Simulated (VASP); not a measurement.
Input of a VASP 6.6.1 run:

Contents of INCAR:

```
SYSTEM = ZnCd3SO
PREC     = Accurate       ! precision mode
ENCUT    = 520            ! plane-wave cutoff, eV
EDIFF    = 1E-6           ! SCF threshold, eV
ISMEAR   = 0              ! smearing method
SIGMA    = 0.1            ! smearing width, eV
LREAL    = .FALSE.        ! projectors in reciprocal space
LASPH    = .TRUE.         ! aspherical terms in the spheres
NELM     = 150            ! most SCF steps
ALGO     = Normal         ! electronic algorithm
ISIF     = 2              ! what is computed and relaxed
LWAVE    = .FALSE.        ! write WAVECAR
LCHARG   = .TRUE.         ! write CHGCAR
ISPIN    = 2              ! spin polarisation
MAGMOM   = 0 0 0 0 0 1    ! initial moments
LORBIT   = 11             ! projections on sites
GGA      = PE             ! functional
LELF     = .TRUE.         ! ELF
LVHAR    = .TRUE.       
NBANDS   = 43             ! bands
```

Contents of KPOINTS:

```
Automatic mesh
0
G
  6 6 2
  0 0 0
```

The input POSCAR:

```
ZnCd3SO
1.0
    5.1435182167      0.0000000000      0.0000000000
   -2.5717591083      4.4544174405      0.0000000000
    0.0000000000      0.0000000000      8.6723387818
Zn Cd S O
1 3 1 1
Direct
    0.0000000000      0.0000000000      0.8535260891
    0.0000000000      0.0000000000      0.1505415337
    0.3333333333      0.6666666667      0.1987834739
    0.6666666667      0.3333333333      0.1987834739
    0.0000000000      0.0000000000      0.5970439000
    0.0000000000      0.0000000000      0.4107482293
```

Potentials or basis: VASP PAW PBE potentials, release 64 (Zn, Cd, S, O).

Run with:

```sh
$ cat potpaw_PBE.64/Zn/POTCAR potpaw_PBE.64/Cd/POTCAR potpaw_PBE.64/S/POTCAR potpaw_PBE.64/O/POTCAR > POTCAR
$ mpirun -np 1 vasp_std > vasp.out
```

**Question.** Predict the pressure.

**Answer.** 0.2 GPa.

**Question.** Predict the largest force.

**Answer.** 0.184 eV/Å.

Stress tensor (GPa, compression positive):
```
0.25 0.00 0.00
0.00 0.25 0.00
0.00 0.00 0.12
```

Caveat: the k points lie up to 0.36 Å⁻¹ apart; a moment this small can come from the mesh or the smearing.
